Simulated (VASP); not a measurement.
# MgO (Fm-3m) in VASP: single point with r2SCAN

Aim: the single point of MgO with r2SCAN.

All numbers are computed with VASP 6.6.1; they aren't measurements. Logs are shortened: lines on timing, memory, paths and dates and some standing lists are left out, and cuts for length are marked.

**The experiment to reproduce.**

“Electronic structure of alkaline earth and post-transition metal oxides”, 2009, arxiv:0908.1581 quotes, for a bulk crystal of MgO: band gap 7.83 eV.

The results are compared with them further down.

## 1. The cell of the first run

Symmetry: Fm-3m, No. 225, cubic system. The conventional cell has a = 4.204 Å, b = 4.204 Å, c = 4.204 Å, α = 90.00°, β = 90.00°, γ = 90.00°. Within 2.8 Å of Mg (site symmetry m-3m) lie 6 O at 2.10 Å. O (site symmetry m-3m) has 6 Mg at 2.10 Å within 2.8 Å.

## 2. Single point, r2SCAN

File POSCAR:

```
MgO
1.0
    0.0000000000      2.1021680256      2.1021680256
    2.1021680256      0.0000000000      2.1021680256
    2.1021680256      2.1021680256      0.0000000000
Mg O
1 1
Direct
    0.0000000000      0.0000000000      0.0000000000
    0.5000000000      0.5000000000      0.5000000000
```

File INCAR.step1:

```
SYSTEM = MgO
PREC = Accurate
ENCUT = 920
ISMEAR = 0
SIGMA = 0.01
LREAL = .False.
LASPH = .True.
NELM = 120
NBANDS = 15
GGA = PE
ALGO = Normal
EDIFF = 1E-5
LWAVE = .True.
LCHARG = .False.
GGA_COMPAT = .False.
```

File INCAR.step2:

```
SYSTEM = MgO
PREC = Accurate
ENCUT = 920
EDIFF = 1E-6
ISMEAR = 0
SIGMA = 0.01
LREAL = .False.
LASPH = .True.
NELM = 120
ALGO = Normal
ISIF = 2
LWAVE = .False.
LCHARG = .False.
METAGGA = R2SCAN
LMIXTAU = .True.
NBANDS = 15
ISTART = 1
GGA_COMPAT = .False.
```

File KPOINTS:

```
Automatic mesh
0
Gamma
  8 8 8
  0 0 0
```

Potentials or basis: VASP PAW PBE potentials, release 64 (Mg_sv, O).

Launch:

```console
$ cat potpaw_PBE.64/Mg_sv/POTCAR potpaw_PBE.64/O/POTCAR > POTCAR
$ cp INCAR.step1 INCAR
$ mpirun -np 1 vasp_std > vasp.out
$ cp INCAR.step2 INCAR
$ mpirun -np 1 vasp_std > vasp.out
```

OUTCAR:

```text
SYSTEM = MgO
   PREC = Accurate
   ENCUT = 920
   EDIFF = 1E-6
   ISMEAR = 0
   LREAL = .False.
   LASPH = .True.
   NELM = 120
   ISIF = 2
   METAGGA = R2SCAN
   ISTART = 1

 ion  position               nearest neighbor table
   1  0.000  0.000  0.000-   2 2.10   2 2.10   2 2.10   2 2.10   2 2.10   2 2.10
   2  0.500  0.500  0.500-   1 2.10   1 2.10   1 2.10   1 2.10   1 2.10   1 2.10

  LATTYP: Found a face centered cubic cell.
 ALAT       =     4.2043360512

  Lattice vectors:

 A1 = (   0.0000000000,   2.1021680256,   2.1021680256)
 A2 = (   2.1021680256,   0.0000000000,   2.1021680256)
 A3 = (   2.1021680256,   2.1021680256,   0.0000000000)

Analysis of symmetry for initial positions (statically):
=====================================================================
 Subroutine PRICEL returns:
 Original cell was already a primitive cell.

 Routine SETGRP: Setting up the symmetry group for a
 face centered cubic supercell.

 Subroutine GETGRP returns: Found 48 space group operations
 (whereof 48 operations were pure point group operations)
 out of a pool of 48 trial point group operations.

The static configuration has the point symmetry O_h .

Analysis of symmetry for dynamics (positions and initial velocities):
=====================================================================
 Subroutine PRICEL returns:
 Original cell was already a primitive cell.

 Routine SETGRP: Setting up the symmetry group for a
 face centered cubic supercell.

 Subroutine GETGRP returns: Found 48 space group operations
 (whereof 48 operations were pure point group operations)
 out of a pool of 48 trial point group operations.

The dynamic configuration has the point symmetry O_h .

 Subroutine INISYM returns: Found 48 space group operations
 (whereof 48 operations are pure point group operations),
 and found     1 'primitive' translations

----------------------------------------------------------------------------------------

                                     Primitive cell

  volume of cell :      18.5794

  direct lattice vectors                    reciprocal lattice vectors
     0.000000000  2.102168026  2.102168026    -0.237849684  0.237849684  0.237849684
     2.102168026  0.000000000  2.102168026     0.237849684 -0.237849684  0.237849684
     2.102168026  2.102168026  0.000000000     0.237849684  0.237849684 -0.237849684

  length of vectors
     2.972914532  2.972914532  2.972914532     0.411967737  0.411967737  0.411967737

  position of ions in fractional coordinates (direct lattice)
[... 90 lines left out ...]
   NELECT =      16.0000    total number of electrons
   NUPDOWN=      -1.0000    fix difference up-down
   EMIN   =  10.00;   EMAX   =-10.00  energy-range for DOS
   EFERMI =   0.00;   METHOD = LEGACY
   ISMEAR =     0;   SIGMA  =   0.01  broadening in eV -4-tet -1-fermi 0-gaus
   EFERMI_NEDOS =   21; number of points for ismear=-14 and -15
   IALGO  =     38    algorithm
   IMIX   =      4    mixing-type and parameters
     AMIX     =   0.40;   BMIX     =  1.00
     AMIX_MAG =   1.60;   BMIX_MAG =  1.00
  volume/ion in A,a.u.               =       9.29        62.69
  Fermi-wavevector in a.u.,A,eV,Ry     =   1.557534  2.943312 33.006518  2.425911
  Thomas-Fermi vector in A             =   2.661170
   LORBIT       =      0    0 simple, 1 ext, 2 COOP (PROOUT), +10 PAW based schemes
   METAGGA = R2SCAN    functional components
   LHFCALC =     F    Hartree Fock is set to
   AEXX    =    0.0000 exact exchange contribution
   IVDW    =     0    specifies the selected vdW correction
   LEPSILON=     F    determine dielectric tensor
   LRPA    =     F    only Hartree local field effects (RPA)
 non-spin polarized calculation
 Gauss-broadening in eV      SIGMA  =   0.01
  energy-cutoff  :      920.00
  volume of cell :       18.58
 maximum number of plane-waves:      1243
 NGX is ok and might be reduce to    30
   NGX = 15   NGY = 15   NGZ = 15

 number of electron      15.9999999 magnetization

 Free energy of the ion-electron system (eV)
  ---------------------------------------------------
  ext. energy  EPLUGINS =         0.00000000
  ---------------------------------------------------
  free energy    TOTEN  =       -16.15464334 eV

  energy without entropy =      -16.15464334  energy(sigma->0) =      -16.15464334

 E-fermi :   2.6528     XC(G=0): -12.0718

 val. band max:        2.5442046459   @ k =   0.0000   0.0000   0.0000
 cond. band min:       8.2453895040   @ k =   0.0000   0.0000   0.0000
 fundamental gap:      5.7011848581
 Fermi energy:         2.6527550613

 k-point     1 :       0.0000    0.0000    0.0000
  band No.  band energies     occupation
      1     -72.4067      2.00000
      2     -37.4925      2.00000
      3     -37.4925      2.00000
      4     -37.4925      2.00000
      5     -15.6710      2.00000
      6       2.5442      2.00000
      7       2.5442      2.00000
      8       2.5442      2.00000
      9       8.2454      0.00000
     10      19.4390      0.00000
     11      19.4390      0.00000
     12      19.4390      0.00000
     13      23.5609      0.00000
     14      25.3989      0.00000
[... 401 lines left out ...]
      2     -37.5653      2.00000
      3     -37.5218      2.00000
      4     -37.5081      2.00000
      5     -14.2472      2.00000
      6      -1.4585      2.00000
      7       0.5996      2.00000
      8       1.5324      2.00000
      9      13.2364      0.00000
     10      15.9580      0.00000
     11      17.3426      0.00000
     12      20.8096      0.00000
     13      24.4325      0.00000
     14      26.1881      0.00000
     15      30.4701      0.00000

 [... further k-points ...]

------------------------ aborting loop because EDIFF is reached ----------------------------------------

  FORCE on cell =-STRESS in cart. coord.  units (eV):
  Direction    XX          YY          ZZ          XY          YZ          ZX
  --------------------------------------------------------------------------------------
  -------------------------------------------------------------------------------------
  Total        0.0577183      0.0577183      0.0577183      0.0000000     -0.0000000     -0.0000000
  in kB        4.9772749      4.9772749      4.9772749      0.0000000     -0.0000000     -0.0000000
  external PRESSURE =       4.9772749 kB  Pullay stress =       0.0000000 kB

 VOLUME and BASIS-vectors are now :
 -----------------------------------------------------------------------------
  energy-cutoff  :      920.00
  volume of cell :       18.58
      direct lattice vectors                 reciprocal lattice vectors
     0.000000000  2.102168026  2.102168026    -0.237849684  0.237849684  0.237849684
     2.102168026  0.000000000  2.102168026     0.237849684 -0.237849684  0.237849684
     2.102168026  2.102168026  0.000000000     0.237849684  0.237849684 -0.237849684

 POSITION                                       TOTAL-FORCE (eV/Angst)
 -----------------------------------------------------------------------------------
      0.00000      0.00000      0.00000        -0.000000      0.000000     -0.000000
      2.10217      2.10217      2.10217         0.000000     -0.000000      0.000000
 -----------------------------------------------------------------------------------
    total drift:                                0.000000      0.000000      0.000000

  FREE ENERGIE OF THE ION-ELECTRON SYSTEM (eV)
  ---------------------------------------------------
  free  energy   TOTEN  =       -16.1546433450 eV

  energy  without entropy=      -16.1546433450  energy(sigma->0) =      -16.15464334
```

OUTCAR.step1:

```text
SYSTEM = MgO
   PREC = Accurate
   ENCUT = 920
   ISMEAR = 0
   LREAL = .False.
   LASPH = .True.
[... 654 lines left out ...]
      0.00000      0.00000      0.00000         0.000000     -0.000000     -0.000000
      2.10217      2.10217      2.10217        -0.000000      0.000000      0.000000
 -----------------------------------------------------------------------------------
    total drift:                                0.000000      0.000000      0.000000

  FREE ENERGIE OF THE ION-ELECTRON SYSTEM (eV)
  ---------------------------------------------------
  free  energy   TOTEN  =       -11.8699037965 eV

  energy  without entropy=      -11.8699037965  energy(sigma->0) =      -11.86990380
```

OSZICAR.step1:

```text
N       E                     dE             d eps       ncg     rms          rms(c)
DAV:   1     0.171362913370E+03    0.17136E+03   -0.14172E+04   870   0.191E+03
DAV:   2    -0.746391858485E+01   -0.17883E+03   -0.16958E+03  1017   0.471E+02
DAV:   3    -0.133838305224E+02   -0.59199E+01   -0.58899E+01  1160   0.805E+01
DAV:   4    -0.134755409634E+02   -0.91710E-01   -0.91705E-01   947   0.975E+00
DAV:   5    -0.134772893145E+02   -0.17484E-02   -0.17483E-02  1143   0.108E+00    0.861E+00
DAV:   6    -0.118930588306E+02    0.15842E+01   -0.25650E+00   919   0.148E+01    0.282E+00
DAV:   7    -0.118807373563E+02    0.12321E-01   -0.13718E-01  1066   0.349E+00    0.172E+00
DAV:   8    -0.118708397348E+02    0.98976E-02   -0.37907E-02  1045   0.224E+00    0.334E-01
DAV:   9    -0.118697177323E+02    0.11220E-02   -0.35373E-03   996   0.554E-01    0.100E-01
DAV:  10    -0.118699129497E+02   -0.19522E-03   -0.28540E-04  1059   0.182E-01    0.474E-02
DAV:  11    -0.118699037965E+02    0.91532E-05   -0.24669E-05  1087   0.489E-02
   1 F= -.11869904E+02 E0= -.11869904E+02  d E =-.506542E-33
```

Wall time 49 s (1 thread of Intel Xeon Platinum 8559C (Emerald Rapids), shared host); peak memory 0.17 GiB.

Results:

```yaml
Free_energy: -16.1546 eV
Pressure: 0.5 GPa
Band_gap_on_the_k_mesh: 5.70 eV
```

Caveat: the PAW data sets were made with another functional, which shifts forces and pressure a little.

## 3. How close it comes

Step 2. A measured gap of MgO is 7.83 eV (quoted in “Electronic structure of alkaline earth and post-transition metal oxides”, 2009, arxiv:0908.1581); the calculated 5.70 eV misses it by -2.13 eV. The value is that of r2SCAN, without temperature or zero-point motion.
